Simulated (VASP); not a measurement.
Runs of VASP 6.6.1 on SnO2. The structure is that of space group P4_2/mnm (No. 136), or close to it. The cells are those of the table. 

```tsv
cell	gap on the mesh (eV)	pressure (GPa)	largest force (eV/Å)
a = 4.706, b = 4.706, c = 3.165 Å, 6 atoms	(b)	(a)	0.38
a = 4.846, b = 4.846, c = 3.259 Å, 6 atoms	0.52	-1.9	0.03
a = 4.800, b = 4.800, c = 3.228 Å, 6 atoms	0.83	3.3	0.14
a = 4.754, b = 4.754, c = 3.197 Å, 6 atoms	1.16	9.5	0.25
a = 4.658, b = 4.658, c = 3.132 Å, 6 atoms	(c)	25.4	0.53
```

Alike in all rows: task single point; level PBE; potentials or basis VASP PAW PBE potentials, release 64 (Sn_d, O); no spin polarisation; k mesh 4 × 4 × 6; cutoff (eV) 520; smearing gaussian 0.01 eV.

Fill in the values left out.

(a) 16.7; (b) 1.51; (c) 1.89.

Caveats: spin-orbit coupling is left out, which moves the levels of the heavy elements; the cell stands under pressure (at least some runs).

A k mesh can miss the band edges, and the runs leave out spin-orbit coupling on Sn.
